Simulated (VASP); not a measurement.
# H2CO2 in VASP: a series of runs, part 2 of 4

VASP 6.6.1. The steps go on from the part before.

## 3. Single point, PBE+D3(BJ)

The input, INCAR:

```
SYSTEM = H2CO2
PREC = Accurate
ENCUT = 520
EDIFF = 1E-7
ISMEAR = -1
SIGMA = 0.05
LREAL = Auto
LASPH = .True.
NELM = 100
ALGO = Normal
ISIF = 2
LWAVE = .False.
LCHARG = .False.
GGA = PE
IVDW = 12
NBANDS = 98
```

The input, KPOINTS:

```
Automatic mesh
0
Gamma
  1 1 1
  0 0 0
```

The input, POSCAR:

```
H2CO2
1.0
    7.9581140000      0.0000000000      0.0000000000
    0.0000000000      7.9581140000      0.0000000000
    0.0000000000      0.0000000000      7.9581140000
O C H
16 8 16
Direct
    0.7662242587      0.1168995569      0.4565654626
    0.8801834203      0.3066681377      0.2790736599
    0.2016055563      0.3207920872     -0.0463175069
    0.4025325599      0.3428324852      0.1544084440
    0.7334275433      0.6628077959      0.9929990950
    0.5197462615      0.6775851665      0.8116370286
    0.2236208227      0.8384398615      0.7820822873
    0.0995838964      0.6271460801      0.9298182961
    0.2153399662      0.8114988049      0.2638941840
    0.2324420082      0.6242810797      0.4795357292
    0.1292391640      0.0686092207      0.5735781116
    0.3783936747      0.2050234515      0.5765687699
    0.8261882149      0.3392261031      0.8814023021
    0.7537715594      0.0683956023      0.9114596750
    0.5302889604      0.8779215779      0.4255279580
    0.7687876801      0.7147924747      0.4470908559
    0.7557946518      0.2397678646      0.3385349845
    0.3190705738      0.2630522760      0.0591848772
    0.5981065363      0.7337793854      0.9290266513
    0.0919061979      0.7561087966      0.8527397321
    0.1576629840      0.6844335228      0.3610277510
    0.2238093096      0.2066821360      0.5575692934
    0.7183485936      0.2019573984      0.8574896012
    0.6266057511      0.7335908985      0.4153371012
    0.8841919078      0.0949471194      0.4806540846
    0.6270832511      0.2784328046      0.3053487296
    0.1884617385      0.4470405928     -0.0350836894
    0.3328929442      0.1249165317      0.0468075727
    0.7511704406      0.5589389647      0.9274559274
    0.5668805448      0.8508674291      1.0048988994
    0.3286708383      0.7699186013      0.7841807745
   -0.0354480974      0.8170905820      0.8316417684
    0.3182663631      0.8482034814      0.3290352463
    0.0443195461      0.6346352917      0.2884477403
    0.1826312114     -0.0395319796      0.6216422635
    0.1435390345      0.3201889292      0.5214049459
    0.8988687521      0.3090933354      0.9759221846
    0.6199207501      0.2431354967      0.7688253775
    0.6036480503      0.9758216582      0.4385209863
    0.5355037638      0.6373872000      0.3806932145
```

Potentials or basis: VASP PAW PBE potentials, release 64 (O, C, H).

Run with:

```
> cat potpaw_PBE.64/O/POTCAR potpaw_PBE.64/C/POTCAR potpaw_PBE.64/H/POTCAR > POTCAR
> mpirun -np 1 vasp_gam > vasp.out
```

It took 80 s on 1 thread of Intel Xeon Platinum 8559C (Emerald Rapids), shared host; peak memory 0.47 GiB.

Results (log left out):

- Free energy: -242.4110 eV
- Pressure: 0.7 GPa
- Largest force: 4.481 eV/Å
- Band gap on the k mesh: 4.37 eV
- Dispersion energy per atom: -0.045 eV

Forces in eV/Å, atoms in the order of the input:
```
O   -0.928  0.430 -0.267
O    0.053 -0.083 -0.213
O   -0.001  0.196  0.255
O    1.429  1.667  1.592
O    0.101  0.022  0.038
O   -1.199 -0.294 -1.264
O   -1.058 -0.143  0.229
O    0.338 -1.354  0.906
O    0.918  0.521  1.262
O   -0.343  0.023  0.572
O   -1.005 -0.579 -0.181
O   -1.333  0.414 -0.166
O   -1.216 -0.180  0.078
O   -0.155 -2.619  1.113
O    0.228 -0.533 -0.437
O    3.752  0.030  0.739
C    0.626  0.577  0.001
C   -1.205 -1.664 -1.541
C    0.244  1.474  2.033
C   -0.804  1.652 -1.119
C   -0.905 -0.848 -2.473
C    1.385  0.037  0.064
C    1.107  3.368 -1.454
C   -4.444  0.397 -0.417
H    0.887 -0.287  0.205
H   -0.247 -0.372  0.162
H    0.089 -0.403 -0.215
H   -0.198 -0.030 -0.136
H    0.505 -0.621  0.020
H    0.032 -0.706 -0.723
H    0.706 -0.407  0.127
H    1.092  0.108  0.001
H   -0.137  0.248 -0.666
H    0.419  0.022  1.226
H    0.051  1.368 -0.111
H    0.767 -0.784  0.285
H    0.513 -0.033  0.116
H   -0.367 -0.347  0.134
H    0.362  0.502  0.450
H   -0.057 -0.770 -0.224
```

Stress tensor (GPa, compression positive):
```
 0.47  0.79  0.72
 0.79  1.64 -0.19
 0.72 -0.19  0.07
```

Levels at points of the mesh, in eV from the valence-band top:
| k point | band 70 | band 71 | band 72 | band 73 | band 74 | band 75 |
| --- | --- | --- | --- | --- | --- | --- |
| (0.00, 0.00, 0.00) | -0.33 | -0.22 | 0.00 | 4.37 | 4.43 | 4.50 |

Caveat: the k points lie up to 0.79 Å⁻¹ apart.

## 4. Single point, PBE+D3(BJ)

The input, INCAR:

```
ALGO = Normal
EDIFF = 1E-6
ENCUT = 520
GGA = PE
ISIF = 2
ISMEAR = -1
IVDW = 12
LASPH = True
LCHARG = False
LREAL = Auto
LWAVE = False
NBANDS = 98
NELM = 60
PREC = Accurate
SIGMA = 0.05
```

The input, KPOINTS:

```
k-points
0
Gamma
  1 1 1
```

The input, POSCAR:

```
H2CO2
1.0
    7.9581140000      0.0000000000      0.0000000000
    0.0000000000      7.9581140000      0.0000000000
    0.0000000000      0.0000000000      7.9581140000
O C H
16 8 16
Direct
    0.7792801159      0.1074249502      0.4481463824
    0.8735738141      0.2795134626      0.2422935887
    0.1951467395      0.3065047824     -0.0598759957
    0.3984361119      0.3505604469      0.1383744943
    0.7232995154      0.6611616773      1.0016443595
    0.4929308628      0.6840565491      0.8336899924
    0.2181044403      0.8403875592      0.7860279458
    0.0916297505      0.6179604866      0.9193007288
    0.2102382549      0.7942208418      0.2550604327
    0.2447816153      0.6175458155      0.4791587555
    0.1387137706      0.0706951421      0.5330660003
    0.3740836083      0.2126006237      0.5917482459
    0.8184476875      0.3388993925      0.9144000702
    0.7425000446      0.0755204060      0.9331607966
    0.5197588273      0.8690752608      0.4000319674
    0.7691646538      0.7266043186      0.4384707231
    0.7622786002      0.2366641141      0.3362605763
    0.2983747154      0.2617328679      0.0581921797
    0.5850506791      0.7318065562      0.9505769834
    0.0916046189      0.7622911660      0.8667757210
    0.1742246970      0.6526797681      0.3420659719
    0.2386746408      0.2109545050      0.5271726442
    0.7304494507      0.2089816758      0.8615734834
    0.6163143680      0.7297708980      0.4264829581
    0.8966697386      0.0722281686      0.4608503975
    0.6273345670      0.2795637258      0.3477331438
    0.1915403574      0.4318862484     -0.0803456698
    0.2873670822      0.1204054126      0.0820043543
    0.7492227430      0.5581473198      0.9369179683
    0.5590897542      0.8419205857      1.0259340341
    0.3167207708      0.7554051123      0.7930270916
   -0.0118746728      0.8486307183      0.8893438822
    0.3052482033      0.8397592696      0.3261828117
    0.0857992233      0.5735781116      0.2787846467
    0.1737346311     -0.0150663838      0.6184505525
    0.1807337769      0.3099855066      0.4586262524
    0.8640363785      0.3027727424      1.0240365996
    0.6432931220      0.2430475361      0.7633718240
    0.5869858110      0.9713105392      0.4153747986
    0.5318973817      0.6191542368      0.4405943418
```

Potentials or basis: VASP PAW PBE potentials, release 64 (O, C, H).

Run with:

```
> cat potpaw_PBE.64/O/POTCAR potpaw_PBE.64/C/POTCAR potpaw_PBE.64/H/POTCAR > POTCAR
> mpirun -np 1 vasp_gam > vasp.out
```

OUTCAR:

```text
EDIFF = 1E-6
   ENCUT = 520
   GGA = PE
   ISIF = 2
   ISMEAR = -1
   IVDW = 12
   LASPH = True
   LREAL = Auto
   NELM = 60
   PREC = Accurate
 IVDW          = 12

 ion  position               nearest neighbor table
   1  0.779  0.107  0.448-  25 0.98  17 1.37
   2  0.874  0.280  0.242-  17 1.21
   3  0.195  0.307  0.940-  27 1.01  18 1.30
   4  0.398  0.351  0.138-  18 1.24
   5  0.723  0.661  0.002-  29 0.99  19 1.30
   6  0.493  0.684  0.834-  19 1.24
   7  0.218  0.840  0.786-  31 1.04  20 1.35
   8  0.092  0.618  0.919-  20 1.22
   9  0.210  0.794  0.255-  33 1.01  21 1.35
  10  0.245  0.618  0.479-  21 1.26
  11  0.139  0.071  0.533-  35 1.00  22 1.37
  12  0.374  0.213  0.592-  22 1.19
  13  0.818  0.339  0.914-  37 0.99  23 1.32
  14  0.743  0.076  0.933-  23 1.21
  15  0.520  0.869  0.400-  39 0.98  24 1.37
  16  0.769  0.727  0.438-  24 1.22
  17  0.762  0.237  0.336-  26 1.13   2 1.21   1 1.37
[... 9 lines left out ...]
  27  0.192  0.432  0.920-   3 1.01
  28  0.287  0.120  0.082-  18 1.14
  29  0.749  0.558  0.937-   5 0.99
  30  0.559  0.842  0.026-  19 1.08
[... 8 lines left out ...]
  39  0.587  0.971  0.415-  15 0.98
  40  0.532  0.619  0.441-  24 1.11

  LATTYP: Found a simple cubic cell.
 ALAT       =     7.9581140000

  Lattice vectors:

 A1 = (   7.9581140000,   0.0000000000,   0.0000000000)
 A2 = (   0.0000000000,   7.9581140000,   0.0000000000)
 A3 = (   0.0000000000,   0.0000000000,   7.9581140000)

Analysis of symmetry for initial positions (statically):
=====================================================================
 Subroutine PRICEL returns:
 Original cell was already a primitive cell.

 Routine SETGRP: Setting up the symmetry group for a
 simple cubic supercell.

 Subroutine GETGRP returns: Found  1 space group operations
 (whereof  1 operations were pure point group operations)
 out of a pool of 48 trial point group operations.

The static configuration has the point symmetry C_1 .

Analysis of symmetry for dynamics (positions and initial velocities):
=====================================================================
 Subroutine PRICEL returns:
 Original cell was already a primitive cell.

 Routine SETGRP: Setting up the symmetry group for a
 simple cubic supercell.

 Subroutine GETGRP returns: Found  1 space group operations
 (whereof  1 operations were pure point group operations)
 out of a pool of 48 trial point group operations.

The dynamic configuration has the point symmetry C_1 .

 Subroutine INISYM returns: Found  1 space group operations
 (whereof  1 operations are pure point group operations),
 and found     1 'primitive' translations

----------------------------------------------------------------------------------------

                                     Primitive cell

  volume of cell :     503.9999

  direct lattice vectors                    reciprocal lattice vectors
     7.958114000  0.000000000  0.000000000     0.125657913  0.000000000  0.000000000
[... 104 lines left out ...]
     0.000000000  0.000000000  0.125657913     0.000000000  0.000000000  1.000000000

  Length of vectors
     0.125657913  0.125657913  0.125657913

  Shift w.r.t. Gamma in fractional coordinates (k-lattice)
     0.000000000  0.000000000  0.000000000

 Subroutine IBZKPT returns following result:
 ===========================================

 Found      1 irreducible k-points:

 Following reciprocal coordinates:
            Coordinates               Weight
  0.000000  0.000000  0.000000      1.000000
   k-points           NKPTS =      1   k-points in BZ     NKDIM =      1   number of bands    NBANDS=     98
   number of dos      NEDOS =    301   number of ions     NIONS =     40
   total plane-waves  NPLWV = 216000
   dimension x,y,z NGX =    60 NGY =   60 NGZ =   60
   dimension x,y,z NGXF=   120 NGYF=  120 NGZF=  120
   ions per type =              16   8  16
   NGX,Y,Z   is equivalent  to a cutoff of  12.53, 12.53, 12.53 a.u.
   NGXF,Y,Z  is equivalent  to a cutoff of  25.07, 25.07, 25.07 a.u.
 SYSTEM =  unknown system
   PREC   = accura    normal or accurate (medium, high low for compatibility)
   ISTART =      0    job   : 0-new  1-cont  2-samecut
   ICHARG =      2    charge: 1-file 2-atom 10-const
   ISPIN  =      1    spin polarized calculation?
   LNONCOLLINEAR =      F non collinear calculations
   LSORBIT =      F    spin-orbit coupling
   LASPH  =      T    aspherical Exc in radial PAW
   ENCUT  =  520.0 eV  38.22 Ry    6.18 a.u.  14.80 14.80 14.80*2*pi/ulx,y,z
   NELM   =     60;   NELMIN=  2; NELMDL= -5     # of ELM steps
   EDIFF  = 0.1E-05   stopping-criterion for ELM
   LREAL  =      T    real-space projection
   EDIFFG = 0.1E-04   stopping-criterion for IOM
   NSW    =      0    number of steps for IOM
   IBRION =     -1    ionic relax: 0-MD 1-quasi-New 2-CG
   NFREE  =      0    steps in history (QN), initial steepest desc. (CG)
   ISIF   =      2    stress and relaxation
   ISYM   =      2    0-nonsym 1-usesym 2-fastsym
   POTIM  = 0.5000    time-step for ionic-motion
   TEBEG  =    0.0;   TEEND  =   0.0 temperature during run
   PSTRESS=    0.0 pullay stress
   NELECT =     144.0000    total number of electrons
   NUPDOWN=      -1.0000    fix difference up-down
   EMIN   =  10.00;   EMAX   =-10.00  energy-range for DOS
   EFERMI =   0.00;   METHOD = LEGACY
   ISMEAR =    -1;   SIGMA  =   0.05  broadening in eV -4-tet -1-fermi 0-gaus
   EFERMI_NEDOS =   21; number of points for ismear=-14 and -15
   IALGO  =     38    algorithm
   IMIX   =      4    mixing-type and parameters
     AMIX     =   0.40;   BMIX     =  1.00
     AMIX_MAG =   1.60;   BMIX_MAG =  1.00
  volume/ion in A,a.u.               =      12.60        85.03
  Fermi-wavevector in a.u.,A,eV,Ry     =   1.078248  2.037594 15.818401  1.162620
  Thomas-Fermi vector in A             =   2.214182
   LORBIT       =      0    0 simple, 1 ext, 2 COOP (PROOUT), +10 PAW based schemes
   GGA     = PE    functional components
   LHFCALC =     F    Hartree Fock is set to
   AEXX    =    0.0000 exact exchange contribution
   IVDW    =    12    specifies the selected vdW correction
   LEPSILON=     F    determine dielectric tensor
   LRPA    =     F    only Hartree local field effects (RPA)
 non-spin polarized calculation
  energy-cutoff  :      520.00
  volume of cell :      504.00
 maximum number of plane-waves:      6759
 NGX is ok and might be reduce to    60
   NGX = 29   NGY = 29   NGZ = 29

 number of electron     143.9999984 magnetization

 Free energy of the ion-electron system (eV)
  ---------------------------------------------------
  ext. energy  EPLUGINS =         0.00000000
  ---------------------------------------------------
  free energy    TOTEN  =      -240.93306394 eV

  energy without entropy =     -240.93306394  energy(sigma->0) =     -240.93306394

 E-fermi :  -1.3242     XC(G=0):  -7.0009

 val. band max:       -2.6017051378   @ k =   0.0000   0.0000   0.0000
 cond. band min:       1.6001052637   @ k =   0.0000   0.0000   0.0000
 fundamental gap:      4.2018104015
 Fermi energy:        -1.3241957480

 k-point     1 :       0.0000    0.0000    0.0000
  band No.  band energies     occupation
      1     -24.6671      2.00000
      2     -24.5249      2.00000
      3     -24.4361      2.00000
      4     -24.1171      2.00000
      5     -24.0433      2.00000
      6     -23.9567      2.00000
[... 76 lines left out ...]
     83       4.7224      0.00000
     84       5.0224      0.00000
 [bands above 84 left out]

------------------------ aborting loop because EDIFF is reached ----------------------------------------

 Edisp (eV)   -1.79097

 E8    (eV) :    -0.4111

  FORCE on cell =-STRESS in cart. coord.  units (eV):
  Direction    XX          YY          ZZ          XY          YZ          ZX
  --------------------------------------------------------------------------------------
  -------------------------------------------------------------------------------------
  Total       1.63157     1.89858    -2.11001     0.06659     1.25852     0.69729
  in kB       5.18663     6.03545    -6.70757     0.21168     4.00073     2.21663
  external pressure =        1.50 kB  Pullay stress =        0.00 kB

 VOLUME and BASIS-vectors are now :
 -----------------------------------------------------------------------------
  energy-cutoff  :      520.00
  volume of cell :      504.00
      direct lattice vectors                 reciprocal lattice vectors
     7.958114000  0.000000000  0.000000000     0.125657913  0.000000000  0.000000000
     0.000000000  7.958114000  0.000000000     0.000000000  0.125657913  0.000000000
     0.000000000  0.000000000  7.958114000     0.000000000  0.000000000  0.125657913

 POSITION                                       TOTAL-FORCE (eV/Angst)
 -----------------------------------------------------------------------------------
      6.20160      0.85490      3.56640        -0.611277      0.854964     -0.003701
      6.95200      2.22440      1.92820         0.450167      0.602229     -0.283999
      1.55300      2.43920      7.48161        -0.666105      0.490662     -0.847688
      3.17080      2.78980      1.10120        -0.672419     -0.354374     -0.516926
      5.75610      5.26160      0.01309         0.464694     -0.251824      0.051234
      3.92280      5.44380      6.63460         0.712752     -0.335883      0.344346
[... 32 lines left out ...]
      4.67130      7.72980      3.30560         0.449919      0.133328      0.033083
      4.23290      4.92730      3.50630         0.192434      0.218121     -0.182360
 -----------------------------------------------------------------------------------
    total drift:                               -0.007363     -0.001433      0.014367

  FREE ENERGIE OF THE ION-ELECTRON SYSTEM (eV)
  ---------------------------------------------------
  free  energy   TOTEN  =      -242.7240353209 eV

  energy  without entropy=     -242.7240353209  energy(sigma->0) =     -242.72403532
```

It took 73 s on 1 thread of Intel Xeon Platinum 8559C (Emerald Rapids), shared host; peak memory 0.47 GiB.

Results:

* Free energy: -242.7240 eV
* Pressure: 0.2 GPa
* Largest force: 2.575 eV/Å
* Band gap on the k mesh: 4.20 eV
* Dispersion energy per atom: -0.045 eV

Forces in eV/Å, atoms in the order of the input:
```
O   -0.611  0.855 -0.004
O    0.450  0.602 -0.284
O   -0.666  0.491 -0.848
O   -0.672 -0.354 -0.517
O    0.465 -0.252  0.051
O    0.713 -0.336  0.344
O   -0.422 -1.156  0.468
O    0.181 -0.149 -0.162
O    0.475 -0.445  0.920
O   -1.290  0.254 -1.946
O   -0.916  0.257 -0.190
O    1.819  0.523  0.608
O    0.294  1.439 -0.251
O   -0.323 -1.559  0.008
O   -0.068 -0.194  0.075
O   -0.542  0.180 -0.016
C   -1.037 -1.177  1.003
C    1.354 -1.055  1.480
C   -1.079  0.084 -0.650
C    0.239  0.713  0.003
C    1.701  0.335  1.904
C   -0.705 -2.113  0.475
C   -0.341  0.035  0.395
C    0.212 -0.516  0.277
H    0.658 -0.257 -0.152
H    0.757  0.226 -0.514
H   -0.013 -0.106  0.146
H    0.065  0.926 -0.177
H    0.169 -0.414 -0.057
H   -0.256  0.582  0.248
H    0.501  0.729 -0.273
H   -0.586  0.231 -0.009
H   -0.308  0.266 -0.587
H   -0.830 -0.488 -0.421
H    0.419  0.334 -0.147
H   -0.541  0.982 -0.695
H    0.490  0.263  0.486
H   -0.396 -0.086 -0.840
H    0.450  0.133  0.033
H    0.192  0.218 -0.182
```

Caveat: the k points lie up to 0.79 Å⁻¹ apart.

(Continued in part 3 of 4.)
